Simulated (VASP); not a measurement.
Set up this calculation in VASP 6.6.1, as the native input.

* Task: single point
* Functional: LDA
* Potentials or basis: VASP PAW LDA potentials, release 64 (Rh_pv)
* Cutoff: 520 eV
* k mesh: 18 × 18 × 6
* Occupations: gaussian, width 0.15 eV
* Spin: no spin polarisation
* Dipole correction: no
* Further INCAR settings: ALGO = Fast; EDIFF = 1e-06; NBANDS = 38

The structure of Rh lies in POSCAR:

```
Rh
1.0
    2.7058856532      0.0000000000      0.0000000000
   -1.3529428266      2.5122776702      0.0000000000
    0.0000000000      0.0000000000      7.7135244811
Rh
4
Direct
    0.0000000000      0.0000000000      0.0000000000
    0.3333333333      0.6666666667      0.2500000000
    0.0000000000      0.0000000000      0.5000000000
    0.6666666667      0.3333333333      0.7500000000
```

This cell differs from its parent crystal: strain +e along x and -e along y -0.0367, strain +e along z and -e/2 along x and y -0.1100.

One way to write it, as run:

INCAR

```
ALGO     = Fast           # electronic algorithm
EDIFF    = 1E-6           # SCF threshold, eV
ENCUT    = 520            # plane-wave cutoff, eV
GGA      = CA             # functional
ISIF     = 2              # what is computed and relaxed
ISMEAR   = 0              # smearing method
LASPH    = True           # aspherical terms in the spheres
LCHARG   = False          # write CHGCAR
LREAL    = False          # projectors in reciprocal space
LWAVE    = False          # write WAVECAR
NBANDS   = 38             # bands
NELM     = 80             # most SCF steps
PREC     = Accurate       # precision mode
SIGMA    = 0.15           # smearing width, eV
```

KPOINTS

```
k-points
0
Gamma
  18 18 6
```

Potentials or basis: VASP PAW LDA potentials, release 64 (Rh_pv).

Command:

```bash
$ cat potpaw_LDA.64/Rh_pv/POTCAR > POTCAR
$ mpirun -np 1 vasp_std > vasp.out
```

Results of the run:

```
Pressure               : 15.6 GPa
Largest force          : 0.396 eV/Å
Band gap on the k mesh : zero (band 30 reaches 13.48 eV, above the bottom of band 31 at 11.18 eV)
```

Caveat: the cell differs from its parent crystal (strain +e along x and -e along y -0.0367, strain +e along z and -e/2 along x and y -0.1100).

Run time: 15 min on 1 thread of Oxide Virtual Turin-like Processor, with other jobs on the host, peak memory 0.5 GiB.
